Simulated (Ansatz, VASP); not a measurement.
**LiH: VASP beside Ansatz**

```
CELL_PARAMETERS angstrom
0.00000 2.03250 2.03250
2.03250 0.00000 2.03250
2.03250 2.03250 0.00000
ATOMIC_POSITIONS crystal
Li 0.00000 0.00000 0.00000
H 0.50000 0.50000 0.50000
```

Alike in both runs: task single point; functional r2SCAN; k mesh 10 × 10 × 10; occupations gaussian, width 0.05 eV; no spin polarisation.

|  | VASP | Ansatz |
| --- | --- | --- |
| version | VASP 6.6.1 | Ansatz 0.2.0 |
| potentials or method | VASP PAW PBE potentials, release 64 (Li_sv, H), cutoff 520 eV | scalar-relativistic, plane waves, PAW |
| valence electrons in the cell | 4 | 4 |

Ansatz gave:

```
gap on the k mesh at the Fermi level (eV) : 3.66
least direct gap on the mesh (eV)         : 3.66
```

Task: Estimate VASP's values.

Result: gap on the k mesh at the Fermi level (eV): 3.60; least direct gap on the mesh (eV): 3.60.

VASP's potentials were made for PBE, not for r2SCAN.

Noted on VASP's run: the cutoff is short for stress, so the pressure is rough.
